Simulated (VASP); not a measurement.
Input of a VASP 6.6.1 run:

Contents of INCAR:

```
PREC = Accurate ; ENCUT = 520
EDIFF = 1E-7 ; ISMEAR = -1
SIGMA = 0.1 ; LREAL = Auto
LASPH = T ; NELM = 100
ALGO = Normal ; ISIF = 2
LWAVE = F ; LCHARG = F
GGA = PE ; IVDW = 12
NBANDS = 52
```

KPOINTS

```
regular mesh
0
Gamma
  2 3 3
```

POSCAR

```
Al8GaN8
1.0
   -3.1285880000     -5.4188740000      0.0000000000
    4.6928820000     -2.7094370000      0.0000000000
    0.0000000000      0.0000000000      5.0169550000
Al N Ga
8 8 1
Direct
    0.5067968520      0.6856892097      0.5216311488
    0.4993233769      0.3819352639      1.0852997486
    0.2506796892      0.1161489821      0.3744303068
    0.2420778157      0.8067029491      0.9679576556
   -0.0057671921      0.6309250546      0.4755474187
    0.0090202744      0.3647696069      1.0086397028
    0.7578098866      0.1360517732      0.3757059810
    0.7461575466      0.8311565359      0.9823887199
    0.4985053123      0.6552514506      0.9032570553
    0.5137513835      0.3673257528      0.4192184303
    0.2514025337      0.1667067167      0.9950258673
    0.2463102538      0.7619205649      0.3387114295
   -0.0103355822      0.6718396545      0.8423635452
    0.0066961115      0.3038323517      0.3957779171
    0.7211020085      0.1678352642      0.9829866921
    0.7570086487      0.7956876338      0.3501327000
    0.4972075373      0.1209826999      0.7118261974
```

Potentials or basis: VASP PAW PBE potentials, release 64 (Al, N, Ga_d).

Command:

```console
$ cat potpaw_PBE.64/Al/POTCAR potpaw_PBE.64/N/POTCAR potpaw_PBE.64/Ga_d/POTCAR > POTCAR
$ mpirun -np 1 vasp_std > vasp.out
```

**Question.** Estimate the largest force.

**Answer.** 3.233 eV/Å.

**Question.** Estimate the dispersion energy per atom.

**Answer.** -0.295 eV.

**Question.** Predict the pressure.

**Answer.** 23.2 GPa.

Stress tensor (GPa, compression positive):
```
19.81 -3.42  6.18
-3.42 13.83 -1.10
 6.18 -1.10 35.89
```

Caveat: the k points lie up to 0.50 Å⁻¹ apart.
